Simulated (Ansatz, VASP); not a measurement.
# One calculation of TePb, two programs

```
Pb Te
1.0
     0.00000    3.23100    3.23100
     3.23100    0.00000    3.23100
     3.23100    3.23100    0.00000
Pb Te
1 1
Direct
  0.00000 0.00000 0.00000
  0.50000 0.50000 0.50000
```

Alike in both runs: functional RPBE; k mesh 7 × 7 × 7; occupations fermi-dirac, width 0.05 eV; no spin polarisation.

|  | VASP | Ansatz |
| --- | --- | --- |
| version | VASP 6.6.1 | Ansatz 0.2.0 |
| potentials or method | VASP PAW PBE potentials, release 64 (Pb_d, Te) | Ansatz PAW |
| plane-wave cutoff (eV) | 520 | 420 |
| valence electrons in the cell | 20 | 30 |
| task | single point | band structure |

|  | VASP | Ansatz | Ansatz less VASP |
| --- | --- | --- | --- |
| pressure (GPa) | 3.6 | 3.6 | +0.05 |

VASP's potentials were made for PBE, not for RPBE. VASP's potentials hold 20 valence electrons a cell and Ansatz's 30, so a difference there can come from the potentials and not from the codes.

Neither program's run includes spin-orbit coupling.
